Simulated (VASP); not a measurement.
Set up this calculation in VASP 6.6.1, as the native input.

```yaml
Task: single point
Functional: PBE
Potentials_or_basis: VASP PAW PBE potentials, release 64 (Au)
Cutoff: 520 eV
k_mesh: 12 × 12 × 12
Occupations: fermi-dirac, width 0.06 eV
Spin: no spin polarisation
Dipole_correction: no
Further_INCAR_settings: ALGO = Normal; EDIFF = 1e-06; NBANDS = 12
```

The structure of Au lies in POSCAR:

```
Au
1.0
    0.0000000000      2.0769770000      2.0769770000
    2.0769770000      0.0000000000      2.0769770000
    2.0769770000      2.0769770000      0.0000000000
Au
1
Direct
    0.0000000000      0.0000000000      0.0000000000
```

One way to write it, as run:

INCAR

```
SYSTEM = Au
PREC = Accurate
ENCUT = 520
EDIFF = 1E-6
ISMEAR = -1
SIGMA = 0.06
LREAL = .FALSE.
LASPH = .TRUE.
NELM = 80
ALGO = Normal
ISIF = 2
LWAVE = .FALSE.
LCHARG = .TRUE.
GGA = PE
LELF = .TRUE.
LVHAR = .TRUE.
NBANDS = 12
```

KPOINTS

```
regular mesh
0
G
  12 12 12
  0 0 0
```

Potentials or basis: VASP PAW PBE potentials, release 64 (Au).

Run with:

```console
$ cat potpaw_PBE.64/Au/POTCAR > POTCAR
$ mpirun -np 1 vasp_std > vasp.out
```

It gave:

The pressure is 0.3 GPa.

Wall time 5.1 s on 1 thread of Intel(R) Xeon(R) 6975P-C (Granite Rapids) (shared host), peak memory 0.15 GiB.
